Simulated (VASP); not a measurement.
# NiO (Fm-3m) in VASP: single point with r2SCAN+U

Aim: the single point of NiO with r2SCAN+U.

Program: VASP 6.6.1. These are calculated values, not measurements. Logs are shortened: lines on timing, memory, paths and dates and some standing lists are left out, and cuts for length are marked.

### Step 1. The cell of the first run

The structure is cubic, space group Fm-3m (No. 225). Conventional cell: a = 4.224 Å, b = 4.224 Å, c = 4.224 Å, α = 90.00°, β = 90.00°, γ = 90.00°. Within 2.8 Å of Ni (site symmetry m-3m) lie 6 O at 2.11 Å. O (site symmetry m-3m) has 6 Ni at 2.11 Å within 2.8 Å.

### Step 2. Single point, r2SCAN+U, collinear spin, ferromagnetic start

POSCAR reads:

```
NiO
1.0
    0.0000000000      2.1120146505      2.1120146505
    2.1120146505      0.0000000000      2.1120146505
    2.1120146505      2.1120146505      0.0000000000
Ni O
1 1
Direct
    0.0000000000      0.0000000000      0.0000000000
    0.5000000000      0.5000000000      0.5000000000
```

INCAR.step1 reads:

```
PREC     = Accurate       # precision mode
ENCUT    = 1480           # plane-wave cutoff, eV
ISMEAR   = 0              # smearing method
SIGMA    = 0.02           # smearing width, eV
LREAL    = F              # projectors in reciprocal space
LASPH    = T              # aspherical terms in the spheres
NELM     = 200            # most SCF steps
ISPIN    = 2              # spin polarisation
MAGMOM   = 1.95 0.18      # initial moments
LMAXMIX  = 4              # l up to which the mixer works
LDAU     = T              # DFT+U
LDAUTYPE = 2            
LDAUL    = 2 -1           # shell
LDAUU    = 6.2 0          # U, eV
LDAUJ    = 0 0          
NBANDS   = 23             # bands
GGA      = PE             # functional
ALGO     = Normal         # electronic algorithm
EDIFF    = 1E-5           # SCF threshold, eV
LWAVE    = T              # write WAVECAR
LCHARG   = F              # write CHGCAR
GGA_COMPAT= F
```

INCAR.step2 reads:

```
PREC     = Accurate       # precision mode
ENCUT    = 1480           # plane-wave cutoff, eV
EDIFF    = 1E-6           # SCF threshold, eV
ISMEAR   = 0              # smearing method
SIGMA    = 0.02           # smearing width, eV
LREAL    = F              # projectors in reciprocal space
LASPH    = T              # aspherical terms in the spheres
NELM     = 200            # most SCF steps
ALGO     = Normal         # electronic algorithm
ISIF     = 2              # what is computed and relaxed
LWAVE    = F              # write WAVECAR
LCHARG   = T              # write CHGCAR
ISPIN    = 2              # spin polarisation
MAGMOM   = 1.95 0.18      # initial moments
LORBIT   = 11             # projections on sites
LMAXMIX  = 4              # l up to which the mixer works
LDAU     = T              # DFT+U
LDAUTYPE = 2            
LDAUL    = 2 -1           # shell
LDAUU    = 6.2 0          # U, eV
LDAUJ    = 0 0          
LDAUPRINT= 1            
METAGGA  = R2SCAN         # meta-GGA
LMIXTAU  = T            
LELF     = T              # ELF
LVHAR    = T            
NBANDS   = 23             # bands
ISTART   = 1            
GGA_COMPAT= F
```

KPOINTS reads:

```
regular mesh
0
Gamma
  10 10 10
```

Potentials or basis: VASP PAW PBE potentials, release 64 (Ni_sv_GW, O_h).

Run with:

```bash
> cat potpaw_PBE.64/Ni_sv_GW/POTCAR potpaw_PBE.64/O_h/POTCAR > POTCAR
> cp INCAR.step1 INCAR
> mpirun -np 1 vasp_std > vasp.out
> cp INCAR.step2 INCAR
> mpirun -np 1 vasp_std > vasp.out
```

OUTCAR:

```text
PREC = Accurate
   ENCUT = 1480
   EDIFF = 1E-6
   ISMEAR = 0
   LREAL = F
   LASPH = T
   NELM = 200
   ISIF = 2
   ISPIN = 2
   LORBIT = 11
   METAGGA = R2SCAN
   ISTART = 1

 ion  position               nearest neighbor table
   1  0.000  0.000  0.000-
   2  0.500  0.500  0.500-

  LATTYP: Found a face centered cubic cell.
 ALAT       =     4.2240293010

  Lattice vectors:

 A1 = (   0.0000000000,   2.1120146505,   2.1120146505)
 A2 = (   2.1120146505,   0.0000000000,   2.1120146505)
 A3 = (   2.1120146505,   2.1120146505,   0.0000000000)

Analysis of symmetry for initial positions (statically):
=====================================================================
 Subroutine PRICEL returns:
 Original cell was already a primitive cell.

 Routine SETGRP: Setting up the symmetry group for a
 face centered cubic supercell.

 Subroutine GETGRP returns: Found 48 space group operations
 (whereof 48 operations were pure point group operations)
 out of a pool of 48 trial point group operations.

The static configuration has the point symmetry O_h .

Analysis of symmetry for dynamics (positions and initial velocities):
=====================================================================
 Subroutine PRICEL returns:
 Original cell was already a primitive cell.

 Routine SETGRP: Setting up the symmetry group for a
 face centered cubic supercell.

 Subroutine GETGRP returns: Found 48 space group operations
 (whereof 48 operations were pure point group operations)
 out of a pool of 48 trial point group operations.

The dynamic configuration has the point symmetry O_h .

Analysis of structural, dynamic, and magnetic symmetry:
=====================================================================
 Subroutine PRICEL returns:
 Original cell was already a primitive cell.

 Routine SETGRP: Setting up the symmetry group for a
 face centered cubic supercell.

 Subroutine GETGRP returns: Found 48 space group operations
 (whereof 48 operations were pure point group operations)
 out of a pool of 48 trial point group operations.

The overall configuration has the point symmetry O_h .

 Subroutine INISYM returns: Found 48 space group operations
 (whereof 48 operations are pure point group operations),
 and found     1 'primitive' translations

----------------------------------------------------------------------------------------

                                     Primitive cell

  volume of cell :      18.8417

  direct lattice vectors                    reciprocal lattice vectors
     0.000000000  2.112014650  2.112014650    -0.236740782  0.236740782  0.236740782
     2.112014650  0.000000000  2.112014650     0.236740782 -0.236740782  0.236740782
     2.112014650  2.112014650  0.000000000     0.236740782  0.236740782 -0.236740782

  length of vectors
     2.986839763  2.986839763  2.986839763     0.410047063  0.410047063  0.410047063

  position of ions in fractional coordinates (direct lattice)
     0.000000000  0.000000000  0.000000000
     0.500000000  0.500000000  0.500000000

  ion indices of the primitive-cell ions
   primitive index   ion index
                 1           1
                 2           2

----------------------------------------------------------------------------------------

 KPOINTS: regular mesh

Automatic generation of k-mesh.
 Grid dimensions read from file:
 generate k-points for:   10   10   10

 Generating k-lattice:

[... 62 lines left out ...]
   LREAL  =      F    real-space projection
   EDIFFG = 0.1E-04   stopping-criterion for IOM
   NSW    =      0    number of steps for IOM
   IBRION =     -1    ionic relax: 0-MD 1-quasi-New 2-CG
   NFREE  =      0    steps in history (QN), initial steepest desc. (CG)
   ISIF   =      2    stress and relaxation
   ISYM   =      2    0-nonsym 1-usesym 2-fastsym
   POTIM  = 0.5000    time-step for ionic-motion
   TEBEG  =    0.0;   TEEND  =   0.0 temperature during run
   PSTRESS=    0.0 pullay stress
   NELECT =      24.0000    total number of electrons
   NUPDOWN=      -1.0000    fix difference up-down
   EMIN   =  10.00;   EMAX   =-10.00  energy-range for DOS
   EFERMI =   0.00;   METHOD = LEGACY
   ISMEAR =     0;   SIGMA  =   0.02  broadening in eV -4-tet -1-fermi 0-gaus
   EFERMI_NEDOS =   21; number of points for ismear=-14 and -15
   IALGO  =     38    algorithm
   IMIX   =      4    mixing-type and parameters
     AMIX     =   0.40;   BMIX     =  1.00
     AMIX_MAG =   1.60;   BMIX_MAG =  1.00
  volume/ion in A,a.u.               =       9.42        63.58
  Fermi-wavevector in a.u.,A,eV,Ry     =   1.774618  3.353543 42.848427  3.149271
  Thomas-Fermi vector in A             =   2.840576
   LORBIT       =     11    0 simple, 1 ext, 2 COOP (PROOUT), +10 PAW based schemes
 LDA+U is selected, type is set to LDAUTYPE =  2
   angular momentum for each species LDAUL =     2   -1
   U (eV)           for each species LDAUU =   6.2  0.0
   J (eV)           for each species LDAUJ =   0.0  0.0
   METAGGA = R2SCAN    functional components
   LHFCALC =     F    Hartree Fock is set to
   AEXX    =    0.0000 exact exchange contribution
   IVDW    =     0    specifies the selected vdW correction
   LEPSILON=     F    determine dielectric tensor
   LRPA    =     F    only Hartree local field effects (RPA)
 spin polarized calculation
 Gauss-broadening in eV      SIGMA  =   0.02
  energy-cutoff  :     1480.00
  volume of cell :       18.84
 maximum number of plane-waves:      2454
 NGX is ok and might be reduce to    40
   NGX = 19   NGY = 19   NGZ = 19

atom =   1  type =  1  l = 2

 onsite density matrix

spin component  1

  0.9427 -0.0000 -0.0000 -0.0000  0.0000
 -0.0000  0.9427 -0.0000  0.0000  0.0000
 -0.0000 -0.0000  0.9717 -0.0000 -0.0000
 -0.0000  0.0000 -0.0000  0.9427  0.0000
  0.0000  0.0000 -0.0000  0.0000  0.9717

spin component  2

  0.9373 -0.0000 -0.0000 -0.0000 -0.0000
 -0.0000  0.9373  0.0000  0.0000  0.0000
 -0.0000  0.0000  0.0707  0.0000 -0.0000
 -0.0000  0.0000  0.0000  0.9373 -0.0000
 -0.0000  0.0000 -0.0000 -0.0000  0.0707

 occupancies and eigenvectors

  o =  0.0707  v =  0.0000  0.0000  0.0000  0.0000  0.0000  0.0000  0.0000 -0.0335 -0.0000  0.9994      0.0000  0.0000  0.0000  0.0000  0.0000  0.0000  0.0000  0.0000  0.0000  0.0000
  o =  0.0707  v =  0.0000  0.0000  0.0000  0.0000  0.0000  0.0000 -0.0000 -0.9994 -0.0000 -0.0335      0.0000  0.0000  0.0000  0.0000  0.0000  0.0000  0.0000  0.0000  0.0000  0.0000
  o =  0.9373  v =  0.0000  0.0000  0.0000  0.0000  0.0000  0.0000 -0.6621 -0.0000  0.7494  0.0000      0.0000  0.0000  0.0000  0.0000  0.0000  0.0000  0.0000  0.0000  0.0000  0.0000
  o =  0.9373  v =  0.0000  0.0000  0.0000  0.0000  0.0000  1.0000  0.0000  0.0000  0.0000  0.0000      0.0000  0.0000  0.0000  0.0000  0.0000  0.0000  0.0000  0.0000  0.0000  0.0000
  o =  0.9373  v =  0.0000  0.0000  0.0000  0.0000  0.0000  0.0000 -0.7494 -0.0000 -0.6621 -0.0000      0.0000  0.0000  0.0000  0.0000  0.0000  0.0000  0.0000  0.0000  0.0000  0.0000
  o =  0.9427  v =  0.0000  0.3437 -0.0000 -0.9391 -0.0000  0.0000  0.0000  0.0000  0.0000  0.0000      0.0000  0.0000  0.0000  0.0000  0.0000  0.0000  0.0000  0.0000  0.0000  0.0000
  o =  0.9427  v =  0.0000 -0.9391  0.0000 -0.3437 -0.0000  0.0000  0.0000  0.0000  0.0000  0.0000      0.0000  0.0000  0.0000  0.0000  0.0000  0.0000  0.0000  0.0000  0.0000  0.0000
  o =  0.9427  v =  1.0000  0.0000  0.0000  0.0000  0.0000  0.0000  0.0000  0.0000  0.0000  0.0000      0.0000  0.0000  0.0000  0.0000  0.0000  0.0000  0.0000  0.0000  0.0000  0.0000
  o =  0.9717  v =  0.0000 -0.0000 -0.4710  0.0000 -0.8821  0.0000  0.0000  0.0000  0.0000  0.0000      0.0000  0.0000  0.0000  0.0000  0.0000  0.0000  0.0000  0.0000  0.0000  0.0000
  o =  0.9717  v =  0.0000 -0.0000 -0.8821 -0.0000  0.4710  0.0000  0.0000  0.0000  0.0000  0.0000      0.0000  0.0000  0.0000  0.0000  0.0000  0.0000  0.0000  0.0000  0.0000  0.0000

 number of electron      24.0000003 magnetization       2.0000000

 Free energy of the ion-electron system (eV)
  ---------------------------------------------------
  ext. energy  EPLUGINS =         0.00000000
  ---------------------------------------------------
  free energy    TOTEN  =       -19.24868325 eV

  energy without entropy =      -19.24868325  energy(sigma->0) =      -19.24868325

 E-fermi :   5.9549     XC(G=0): -13.5827

 val. band max:        5.7948510825   @ k =   0.5000   0.0000   0.0000
 cond. band min:       8.6378577509   @ k =   0.0000   0.0000   0.0000
 fundamental gap:      2.8430066684
 Fermi energy:         5.9548846675

 spin component 1

 k-point     1 :       0.0000    0.0000    0.0000
  band No.  band energies     occupation
      1    -102.1454      1.00000
      2     -61.0501      1.00000
      3     -61.0501      1.00000
      4     -61.0500      1.00000
      5     -13.9053      1.00000
      6      -0.2074      1.00000
[... 1241 lines left out ...]
     22      39.8385      0.00000
     23      39.9920      0.00000

 [... further k-points ...]

------------------------ aborting loop because EDIFF is reached ----------------------------------------

  FORCE on cell =-STRESS in cart. coord.  units (eV):
  Direction    XX          YY          ZZ          XY          YZ          ZX
  --------------------------------------------------------------------------------------
  -------------------------------------------------------------------------------------
  Total       -0.2221298     -0.2221298     -0.2221298     -0.0000000     -0.0000000      0.0000000
  in kB      -18.8884613    -18.8884613    -18.8884613     -0.0000000     -0.0000000      0.0000000
  external PRESSURE =     -18.8884613 kB  Pullay stress =       0.0000000 kB

 VOLUME and BASIS-vectors are now :
 -----------------------------------------------------------------------------
  energy-cutoff  :     1480.00
  volume of cell :       18.84
      direct lattice vectors                 reciprocal lattice vectors
     0.000000000  2.112014650  2.112014650    -0.236740782  0.236740782  0.236740782
     2.112014650  0.000000000  2.112014650     0.236740782 -0.236740782  0.236740782
     2.112014650  2.112014650  0.000000000     0.236740782  0.236740782 -0.236740782

 POSITION                                       TOTAL-FORCE (eV/Angst)
 -----------------------------------------------------------------------------------
      0.00000      0.00000      0.00000         0.000000      0.000000      0.000000
      2.11201      2.11201      2.11201         0.000000      0.000000     -0.000000
 -----------------------------------------------------------------------------------
    total drift:                                0.000000     -0.000000     -0.000000

  FREE ENERGIE OF THE ION-ELECTRON SYSTEM (eV)
  ---------------------------------------------------
  free  energy   TOTEN  =       -19.2486832501 eV

  energy  without entropy=      -19.2486832501  energy(sigma->0) =      -19.24868325

 total charge

# of ion       s       p       d       f       tot
--------------------------------------------------
    1        2.147   6.207   7.701   0.010  16.064
    2        1.033   2.346   0.000   0.000   3.378
--------------------------------------------------
tot          3.180   8.553   7.701   0.010  19.442

 magnetization (x)

# of ion       s       p       d       f       tot
--------------------------------------------------
    1        0.009   0.010   1.816   0.000   1.834
    2        0.019   0.093   0.000   0.000   0.113
--------------------------------------------------
tot          0.028   0.103   1.816   0.000   1.947
```

Run time: 6.5 min. Hardware: 1 thread of Intel Xeon 6975P-C (Granite Rapids), shared host; peak memory 0.45 GiB.

What came out:

- Free energy: -19.2487 eV
- Pressure: -1.9 GPa
- Band gap on the k mesh: 2.84 eV (least direct gap 4.02 eV)
- Net moment: 2.00 μB per cell
- Site moments: Ni +1.83; O +0.11 μB
- Valence electrons inside the program's atomic spheres: Ni 16.06; O 3.38

Eigenvalues of the final occupation matrices:
```tsv
site	spin	trace	eigenvalues
site 1 d	1	4.77	0.94 0.94 0.94 0.97 0.97
site 1 d	2	2.95	0.07 0.07 0.94 0.94 0.94
```

Caveat: the PAW data sets were made with another functional, which shifts forces and pressure a little; a cell with one magnetic atom can't hold antiferromagnetic order, which such compounds often take. The state reached can hang on the start; a lower one may exist.
